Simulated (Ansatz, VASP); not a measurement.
One calculation of KTaO3, two programs

```
K Ta O
1.0
     3.89147    0.00000    0.00000
     0.00000    3.89147    0.00000
     0.00000    0.00000    4.13313
K Ta O
1 1 3
Direct
  0.50000 0.50000 0.50000
  0.00000 0.00000 0.00000
  0.50000 0.00000 0.00000
  0.00000 0.50000 0.00000
  0.00000 0.00000 0.50000
```

Alike in both runs: task single point; functional PBE; k mesh 8 × 8 × 8; occupations gaussian, width 0.05 eV; no spin polarisation.

|  | VASP | Ansatz |
| --- | --- | --- |
| version | VASP 6.6.1 | Ansatz 0.2.0 |
| potentials or method | VASP PAW PBE potentials, release 64 (K_sv, Ta_pv, O), cutoff 520 eV | scalar-relativistic, plane waves, PAW |
| valence electrons in the cell | 38 | 40 |

|  | VASP | Ansatz | Ansatz less VASP |
| --- | --- | --- | --- |
| gap on the k mesh at the Fermi level (eV) | 2.13 | 2.18 | +0.046 |
| least direct gap on the mesh (eV) | 2.68 | 2.72 | +0.038 |
| pressure (GPa) | 10.5 | 9.8 | -0.76 |
| traceless stress, the component that is largest in VASP (GPa) | -15.23 | -14.96 | +0.266 |

VASP's potentials hold 38 valence electrons a cell and Ansatz's 40, so a difference there can come from the potentials and not from the codes.

Spin-orbit coupling is off throughout.
